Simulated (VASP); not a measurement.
Li: relaxation of shape and atoms at fixed volume with r2SCAN

Crystal: Li.

```
Li
1.0
     3.08111    0.00000    0.00000
    -1.54056    2.66832    0.00000
     0.00000    0.00000    4.93043
Li
2
Cartesian
  0.0000 1.7789 3.6978
  1.5406 0.8894 1.2326
```

```
Program                : VASP 6.6.1
Task                   : relaxation of shape and atoms at fixed volume
Functional             : r2SCAN
Potentials or basis    : VASP PAW PBE potentials, release 64 (Li_sv)
Cutoff                 : 600 eV
k mesh                 : 16 × 16 × 8
Occupations            : gaussian, width 0.05 eV
Spin                   : no spin polarisation
Dipole correction      : no
Further INCAR settings : ALGO = Normal; EDIFF = 1e-07; IBRION = 2; EDIFFG = -0.02; NSW = 60; ISIF = 4
```

| Property | Result |
| --- | --- |
| Energy gained by relaxing | 1.2 meV/atom |
| Ionic steps | 3 |
| Pressure after relaxing | 0.1 GPa |
| Band gap on the k mesh | zero (band 3 reaches 2.72 eV, above the bottom of band 4 at -2.03 eV) |

Stress tensor (GPa, compression positive):
```
-0.01  0.00  0.00
 0.00 -0.01  0.00
 0.00  0.00  0.19
```

Step by step:
```tsv
step	energy change (eV)	largest force (eV/Å)	pressure (GPa)	volume (Å³)
1	0.0000	0.0000	0.16	40.54
2	-0.0008	0.0000	0.14	40.54
3	-0.0023	0.0000	0.05	40.54
```

Final structure:
```
CELL_PARAMETERS angstrom
3.05890 0.00000 0.00000
-1.52945 2.64909 0.00000
0.00000 0.00000 5.00229
ATOMIC_POSITIONS crystal
Li 0.33333 0.66667 0.75000
Li 0.66667 0.33333 0.25000
```

Levels at points of the mesh, in eV from the Fermi level:
```
           k point  band 1  band 2  band 3  band 4  band 5  band 6  band 7
(0.00, 0.00, 0.00)  -48.04  -48.03   -3.86   -0.01    3.15   13.83   13.83
(0.50, 0.00, 0.00)  -48.02  -48.02   -0.08    1.14    5.12    6.25    6.82
(0.00, 0.00, 0.50)  -48.03  -48.03   -2.65   -2.65    8.65    8.65   14.88
(0.50, 0.00, 0.50)  -48.02  -48.02    0.76    0.76    3.78    3.78   10.82
```

Run time: 8.9 min on 1 thread of Intel Xeon 6975P-C (shared host), peak memory 0.2 GiB.

Caveat: the cutoff is under 1.25 times the usual one of these potentials, so pressure, stress and relaxed cells hold a basis-set (Pulay) error; the PAW data sets were made with another functional, which shifts forces and pressure a little.
